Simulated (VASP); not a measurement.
Here is a VASP 6.6.1 calculation.

The input INCAR:

```
SYSTEM = Ta
  ALGO = Normal
  DIPOL = 0.5 0.5 0.500
  EDIFF = 1E-6
  ENCUT = 520
  GGA = PE
  IDIPOL = 3
  ISIF = 2
  ISMEAR = 0
  LASPH = .TRUE.
  LCHARG = .FALSE.
  LDIPOL = .TRUE.
  LREAL = .FALSE.
  LWAVE = .FALSE.
  NBANDS = 18
  NELM = 80
  PREC = Accurate
  SIGMA = 0.1
```

The input KPOINTS:

```
k-points
0
G
  6 6 1
  0 0 0
```

Contents of POSCAR:

```
Ta
1.0
    3.4892800000      0.0000000000      0.0000000000
    0.0000000000      3.4892800000      0.0000000000
    0.0000000000      0.0000000000     15.0000000000
Ta
2
Direct
    0.0000000000      0.5000000000      0.5187942100
    0.5000000000      0.0000000000      0.4812057900
```

Potentials or basis: VASP PAW PBE potentials, release 64 (Ta_pv).

The run is started by

```console
$ cat potpaw_PBE.64/Ta_pv/POTCAR > POTCAR
$ mpirun -np 1 vasp_std > vasp.out
```

Task: Estimate the band gap on the k mesh.

Result: Zero (band 11 reaches -1.12 eV, above the bottom of band 12 at -2.88 eV).

Task: Estimate the largest force.

Result: 2.950 eV/Å.

Forces in eV/Å, atoms in the order of the input:
```
Ta   0.000  0.000  2.950
Ta   0.000  0.000 -2.950
```

Caveat: spin-orbit coupling is left out, which moves the levels of the heavy elements.
